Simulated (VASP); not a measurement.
# Ti (P6_3/mmc) in VASP: notebook, part 3 of 3

VASP 6.6.1. Earlier steps stand in the parts before.

## Step 5: Electric field gradients, PBEsol (zz strain of +3 %)

INCAR reads:

```
PREC     = Accurate       # precision mode
ENCUT    = 400            # plane-wave cutoff, eV
EDIFF    = 1E-8           # SCF threshold, eV
ISMEAR   = -1             # smearing method
SIGMA    = 0.08           # smearing width, eV
LREAL    = F              # projectors in reciprocal space
LASPH    = T              # aspherical terms in the spheres
NELM     = 120            # most SCF steps
ALGO     = Normal         # electronic algorithm
ISIF     = 2              # what is computed and relaxed
LWAVE    = F              # write WAVECAR
LCHARG   = F              # write CHGCAR
GGA      = PS             # functional
LEFG     = T            
NBANDS   = 19             # bands
GGA_COMPAT= F
```

KPOINTS reads:

```
Automatic mesh
0
Gamma
  13 13 7
```

POSCAR reads:

```
Ti
1.0
    2.9499978604      0.0000000000      0.0000000000
   -1.4749989302      2.5547730882      0.0000000000
    0.0000000000      0.0000000000      4.8265800000
Ti
2
Direct
    0.3333333333      0.6666666667      0.2500000000
    0.6666666667      0.3333333333      0.7500000000
```

Potentials or basis: VASP PAW PBE potentials, release 64 (Ti_sv).

Launch:

```sh
cat potpaw_PBE.64/Ti_sv/POTCAR > POTCAR
mpirun -np 1 vasp_std > vasp.out
```

OUTCAR:

```text
PREC = Accurate
   ENCUT = 400
   EDIFF = 1E-8
   ISMEAR = -1
   LREAL = F
   LASPH = T
   NELM = 120
   ISIF = 2
   GGA = PS

 ion  position               nearest neighbor table
   1  0.333  0.667  0.250-
   2  0.667  0.333  0.750-

  LATTYP: Found a hexagonal cell.
 ALAT       =     2.9499978604
 C/A-ratio  =     1.6361300002

  Lattice vectors:

 A1 = (   2.9499978604,   0.0000000000,   0.0000000000)
 A2 = (  -1.4749989302,   2.5547730882,   0.0000000000)
 A3 = (   0.0000000000,   0.0000000000,   4.8265800000)

Analysis of symmetry for initial positions (statically):
=====================================================================
 Subroutine PRICEL returns:
 Original cell was already a primitive cell.

 Routine SETGRP: Setting up the symmetry group for a
 hexagonal supercell.

 Subroutine GETGRP returns: Found 24 space group operations
 (whereof 12 operations were pure point group operations)
 out of a pool of 24 trial point group operations.

The static configuration has the point symmetry D_3d.
 The point group associated with its full space group is D_6h.

Analysis of symmetry for dynamics (positions and initial velocities):
=====================================================================
 Subroutine PRICEL returns:
 Original cell was already a primitive cell.

 Routine SETGRP: Setting up the symmetry group for a
 hexagonal supercell.

 Subroutine GETGRP returns: Found 24 space group operations
 (whereof 12 operations were pure point group operations)
 out of a pool of 24 trial point group operations.

The dynamic configuration has the point symmetry D_3d.
 The point group associated with its full space group is D_6h.

[... 149 lines left out ...]
 cond. band min:       7.7168428110   @ k =   0.0769   0.0769   0.4286
 fundamental gap:      0.0112030793
 Fermi energy:         7.7140377650

 k-point     1 :       0.0000    0.0000    0.0000
  band No.  band energies     occupation
      1     -48.9484      2.00000
      2     -48.8460      2.00000
      3     -25.5755      2.00000
      4     -25.0138      2.00000
      5     -25.0138      2.00000
      6     -24.9983      2.00000
[... 505 lines left out ...]
      6     -25.0392      2.00000
[... 11 lines left out ...]
     18       9.4342      0.00000
     19      10.8344      0.00000

 [... further k-points ...]
[... 5 lines left out ...]
  --------------------------------------------------------------------------------------
  -------------------------------------------------------------------------------------
  Total       -1.8746296     -1.8746296     -2.6295106      0.0000000     -0.0000000      0.0000000
  in kB      -82.5681409    -82.5681409   -115.8169096      0.0000000     -0.0000000      0.0000000
  external PRESSURE =     -93.6510638 kB  Pullay stress =       0.0000000 kB

 VOLUME and BASIS-vectors are now :
 -----------------------------------------------------------------------------
  energy-cutoff  :      400.00
  volume of cell :       36.38
      direct lattice vectors                 reciprocal lattice vectors
     2.949997860  0.000000000  0.000000000     0.338983297  0.195712098  0.000000000
    -1.474998930  2.554773088  0.000000000     0.000000000  0.391424195  0.000000000
     0.000000000  0.000000000  4.826580000     0.000000000  0.000000000  0.207186041

 POSITION                                       TOTAL-FORCE (eV/Angst)
 -----------------------------------------------------------------------------------
     -0.00000      1.70318      1.20664         0.000000     -0.000000      0.000000
      1.47500      0.85159      3.61993        -0.000000      0.000000      0.000000
 -----------------------------------------------------------------------------------
    total drift:                               -0.000000      0.000000     -0.000000

  FREE ENERGIE OF THE ION-ELECTRON SYSTEM (eV)
  ---------------------------------------------------
  free  energy   TOTEN  =       -16.5927155056 eV

  energy  without entropy=      -16.5410602805  energy(sigma->0) =      -16.56688789

 Electric field gradients (V/A^2)
---------------------------------------------------------------------
 ion       V_xx      V_yy      V_zz      V_xy      V_xz      V_yz
---------------------------------------------------------------------
   1      -5.076    -5.073    10.149     0.003     0.000    -0.000
   2      -5.076    -5.073    10.149     0.003    -0.000     0.000
---------------------------------------------------------------------

 Electric field gradients after diagonalization (V/A^2)
 (convention: |V_zz| > |V_xx| > |V_yy|)
----------------------------------------------------------------------
 ion       V_xx      V_yy      V_zz     asymmetry (V_yy - V_xx)/ V_zz
----------------------------------------------------------------------
   1      -5.078    -5.071    10.149       0.001
   2      -5.078    -5.071    10.149       0.001
----------------------------------------------------------------------

           NMR quadrupolar parameters

 Cq : quadrupolar parameter    Cq=e*Q*V_zz/h
 eta: asymmetry parameters     (V_yy - V_xx)/ V_zz
 Q  : nuclear electric quadrupole moment in mb (millibarn)
----------------------------------------------------------------------
 ion       Cq(MHz)       eta       Q (mb)
----------------------------------------------------------------------
   1       0.025       0.001       1.000
   2       0.025       0.001       1.000
----------------------------------------------------------------------
```

OSZICAR:

```text
N       E                     dE             d eps       ncg     rms          rms(c)
DAV:   1     0.237177018642E+03    0.23718E+03   -0.11414E+04  3216   0.132E+03
DAV:   2     0.969565487358E+01   -0.22748E+03   -0.22395E+03  3291   0.398E+02
DAV:   3    -0.179707097869E+02   -0.27666E+02   -0.27394E+02  5998   0.115E+02
[... 11 lines left out ...]
DAV:  15    -0.165927155852E+02   -0.23171E-06   -0.11630E-08  2433   0.806E-04    0.385E-04
DAV:  16    -0.165927155531E+02    0.32030E-07   -0.28144E-09  1764   0.473E-04    0.887E-05
DAV:  17    -0.165927155196E+02    0.33496E-07   -0.77307E-10  1761   0.255E-04    0.196E-05
DAV:  18    -0.165927155093E+02    0.10341E-07   -0.29355E-10  1698   0.152E-04    0.505E-06
DAV:  19    -0.165927155056E+02    0.37444E-08   -0.11991E-10  1680   0.965E-05
   1 F= -.16592716E+02 E0= -.16566888E+02  d E =-.516552E-01
```

stdout:

```text
POSCAR found type information on POSCAR Ti
 POSCAR found :  1 types and       2 ions
 scaLAPACK will be used
 -----------------------------------------------------------------------------
|                                                                             |
|                                                                             |
|     You enforced a specific xc type in the INCAR file but a different       |
|     I HOPE YOU KNOW WHAT YOU ARE DOING!                                     |
|                                                                             |
 -----------------------------------------------------------------------------

 LDA part: xc-table for (Slater+PW92), standard interpolation
 POSCAR, INCAR and KPOINTS ok, starting setup
 FFT: planning ... GRIDC
 FFT: planning ... GRID_SOFT
 FFT: planning ... GRID
 WAVECAR not read
 entering main loop
ion   1

ion   2
```

Wall time 18 s (1 thread of AMD EPYC 9R45 (Zen 5), shared host); peak memory 0.12 GiB.

What came out:

| Item | Value |
| --- | --- |
| Free energy | -16.5927 eV |
| Pressure | -9.4 GPa |
| Band gap on the k mesh | zero (bands 12 and 13 overlap by 0.97 eV) |
| Largest electric field gradient by atom | Ti +10.1 V/Å² |

Electric field gradients, principal values (V/Å²):
| atom | least | middle | greatest (by size) |
| --- | --- | --- | --- |
| 1 Ti | -5.071 | -5.078 | 10.149 |
| 2 Ti | -5.071 | -5.078 | 10.149 |

Caveat: the cell differs from its parent crystal (zz strain of +3 %); the cell stands under tension; without QUAD_EFG the Cq values of the log hold for a quadrupole moment of 1 mb, not for the nuclei; the PAW data sets were made with another functional, which shifts forces and pressure a little.

## Step 6: Overview

| cell | gap on the mesh (eV) | pressure (GPa) |
| --- | --- | --- |
| a = 2.920, b = 2.920, c = 4.686 Å, angles 90.0, 90.0, 120.0°, 2 atoms | none | -4.7 |
| a = 2.950, b = 2.950, c = 4.733 Å, angles 90.0, 90.0, 120.0°, 2 atoms | none | -7.6 |
| a = 2.950, b = 2.950, c = 4.827 Å, angles 90.0, 90.0, 120.0°, 2 atoms | none | -9.4 |

Alike in all rows: task electric field gradients; level PBEsol; potentials or basis VASP PAW PBE potentials, release 64 (Ti_sv); no spin polarisation; k mesh 13 × 13 × 7; cutoff (eV) 400; smearing fermi-dirac 0.08 eV.

Caveats: the cell stands under tension; the PAW data sets were made with another functional, which shifts forces and pressure a little.

Absolute energies hang on the potentials; compare differences alone.
